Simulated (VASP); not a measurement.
The system is Sn2GeO3.

```
Sn Ge O
1.0
     3.80000    0.00000    0.00000
     0.00000   11.25000    0.00000
     0.00000    0.00000    4.60000
Sn Ge O
4 2 6
Direct
  0.00000 0.83330 0.76200
  0.00000 0.16670 0.76200
  0.50000 0.66670 0.23800
  0.50000 0.33330 0.23800
  0.00000 0.50000 0.76200
  0.50000 0.00000 0.23800
  0.00000 0.66670 0.00000
  0.00000 0.33330 0.00000
  0.00000 0.00000 0.00000
  0.50000 0.83330 0.00000
  0.50000 0.16670 0.00000
  0.50000 0.50000 0.00000
```

* Program: VASP 6.6.1
* Task: relaxation of cell and atoms
* Functional: PBE
* Potentials or basis: VASP PAW PBE potentials, release 64 (Sn_d, Ge_d, O)
* Cutoff: 600 eV
* k mesh: 3 × 1 × 3
* Occupations: gaussian, width 0.15 eV
* Spin: no spin polarisation

At the start: pressure 3.8 GPa; volume 16.39 Å³/atom.

**Question.** How do energy, volume and symmetry change on relaxing?

**Answer.** Over 6 steps the energy falls by 35.7 meV/atom and the volume is 16.82 Å³/atom (+2.6 %); space group Pmmn (No. 59, to 0.1 Å) before and after.

The path:
```tsv
step	energy change (eV)	largest force (eV/Å)	pressure (GPa)	volume (Å³)
1	0.0000	1.2604	3.78	196.65
2	-0.2548	1.0657	-3.49	207.86
3	-0.2893	0.9696	-1.80	204.87
4	-0.4142	0.2320	-0.36	202.33
5	-0.4212	0.1083	0.11	201.60
6	-0.4279	0.0652	0.23	201.86
```

Final structure:
```
Sn Ge O
1.0
     3.79981    0.00000    0.00000
     0.00000   11.30850    0.00000
     0.00000    0.00000    4.69761
Sn Ge O
4 2 6
Cartesian
  0.0000 9.4398 3.5247
  0.0000 1.8687 3.5247
  1.8999 7.5229 1.1729
  1.8999 3.7856 1.1729
  0.0000 5.6542 3.6711
  1.8999 0.0000 1.0265
  3.7998 7.4856 4.6712
  0.0000 3.8229 4.6712
  0.0000 0.0000 0.0723
  1.8999 9.4771 0.0264
  1.8999 1.8314 0.0264
  1.8999 5.6542 4.6253
```

Caveat: the k points lie up to 0.56 Å⁻¹ apart in the final cell; the relaxation stopped at a loose force limit of 0.08 eV/Å, so its end isn't a converged minimum.
